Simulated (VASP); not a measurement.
BP: single point with PBE

The system is BP.

```xyz
2
Lattice="0.0000 2.2400 2.2059 2.2400 0.0000 2.2059 2.2400 2.2400 0.0000" Properties=species:S:1:pos:R:3 pbc="T T T"
B     0.0000    0.0000    0.0000
P     3.3601    3.3601    3.3089
```

This cell differs from its parent crystal: strain -0.015 along x and y, -0.030 along z.

| Quantity | Value |
| --- | --- |
| Program | VASP 6.6.1 |
| Task | single point |
| Functional | PBE |
| Potentials or basis | VASP PAW PBE potentials, release 64 (B, P) |
| Cutoff | 520 eV |
| k mesh | 10 × 10 × 10 |
| Occupations | gaussian, width 0.05 eV |
| Spin | no spin polarisation |

| Property | Result |
| --- | --- |
| Pressure | 10.7 GPa |
| Band gap on the k mesh | 0.93 eV, indirect (least direct gap 3.33 eV) |

Stress tensor (GPa, compression positive):
```
 9.34  0.00  0.00
 0.00  9.34  0.00
 0.00  0.00 13.54
```

Levels at points of the mesh, in eV from the valence-band top:
```csv
k point,band 1,band 2,band 3,band 4,band 5,band 6,band 7,band 8
"(0.00, 0.00, 0.00)",-16.05,-0.15,-0.15,0.00,3.33,3.41,3.41,8.10
"(0.50, 0.00, 0.00)",-12.52,-9.53,-2.03,-1.82,3.96,4.56,4.78,10.21
"(0.50, 0.50, 0.00)",-10.80,-8.87,-4.52,-4.52,1.00,1.36,12.52,12.52
"(0.50, 0.00, 0.50)",-10.96,-9.01,-4.37,-4.34,1.18,1.58,12.35,12.71
```

Wall time 8.9 s on 1 thread of AMD EPYC 9R45 96-Core Processor (Zen 5), with other jobs on the host, peak memory 0.12 GiB.

Caveat: the cell differs from its parent crystal (strain -0.015 along x and y, -0.030 along z). A k mesh can miss the band edges.
